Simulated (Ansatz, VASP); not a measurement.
Given: the input of a run of VASP 6.6.1 on Re.

Contents of INCAR:

```
PREC     = Accurate       # precision mode
ENCUT    = 600            # plane-wave cutoff, eV
EDIFF    = 1E-7           # SCF threshold, eV
ISMEAR   = -1             # smearing method
SIGMA    = 0.05           # smearing width, eV
LREAL    = F              # projectors in reciprocal space
LASPH    = T              # aspherical terms in the spheres
NELM     = 80             # most SCF steps
ALGO     = Normal         # electronic algorithm
ISIF     = 3              # what is computed and relaxed
LWAVE    = F              # write WAVECAR
LCHARG   = F              # write CHGCAR
GGA      = B5             # functional
ALDAX    = 1.0          
AGGAX    = 1.0          
AGGAC    = 1.0          
ALDAC    = 0.0          
IVDW     = 12             # dispersion correction
VDW_S6   = 1.0          
VDW_S8   = 2.6996       
VDW_A1   = 0.4298       
VDW_A2   = 4.2359       
IBRION   = 2              # ionic algorithm
NSW      = 60             # ionic steps
EDIFFG   = -0.01          # ionic threshold
```

Contents of KPOINTS:

```
regular mesh
0
Gamma
  11 11 3
```

The input POSCAR:

```
Re
1.0
    2.7663873939      0.0000000000      0.0000000000
   -1.3831936969      2.3957617598      0.0000000000
    0.0000000000      0.0000000000      8.9388451600
Re
4
Direct
    0.6666666667      0.3333333333      0.7500000000
    0.0000000000      0.0000000000      0.5000000000
    0.3333333333      0.6666666667      0.2500000000
    0.0000000000      0.0000000000      0.0000000000
```

Potentials or basis: VASP PAW PBE potentials, release 64 (Re).

The run is started by

```bash
$ cat potpaw_PBE.64/Re/POTCAR > POTCAR
$ mpirun -np 1 vasp_std > vasp.out
```

Q: Set up the same calculation for Ansatz 0.2.0. Potentials there: Ansatz PAW.

A: As run (the cutoff follows the program's own potentials):

The input input.yaml:

```yaml
crystal:
  lattice:
    - [2.7663873939, 0.0, 0.0]
    - [-1.3831936969, 2.3957617598, 0.0]
    - [0.0, 0.0, 8.93884516]
  atoms:
    - { symbol: Re, position: [0.6666666667, 0.3333333333, 0.75] }
    - { symbol: Re, position: [0.0, 0.0, 0.5] }
    - { symbol: Re, position: [0.3333333333, 0.6666666667, 0.25] }
    - { symbol: Re, position: [0.0, 0.0, 0.0] }
hamiltonian:
  xc: blyp
  pseudopotentials: { kind: paw }
  dispersion: d3bj
kpoints:
  mp_grid: { grid: [11, 11, 3] }
scf:
  occupations: { method: fermi_dirac, width: 0.05 }
output:
  forces: true
  stress: true
relax:
  f_tol: 0.01
  max_steps: 40
  cell: { stress_tol: 0.05 }
```

Potentials or basis: Ansatz PAW.

The run is started by

```sh
$ ansatz run input.yaml --threads 2 --pin off --max-ram 5632MiB --backend cpu --events-out ev --progress --plain --runs-dir out
```

Both were run:

|  | VASP | Ansatz | Ansatz less VASP |
| --- | --- | --- | --- |
| relaxed volume (Å³/atom) | 14.87 | 14.77 | -0.098 |
| relaxed cell length with the largest relative difference (Å) | 2.771 | 2.765 | -0.0062 |

VASP's potentials were made for PBE, not for BLYP. VASP's potentials hold 28 valence electrons a cell and Ansatz's 60, so a difference there can come from the potentials and not from the codes.

Spin-orbit coupling is off throughout. Noted on VASP's run: too few bands were computed for a metal, which touches its energy and stress. Noted on Ansatz's run: the plane-wave basis is chosen anew once the cell has moved, so the energies of steps on either side of that aren't comparable.
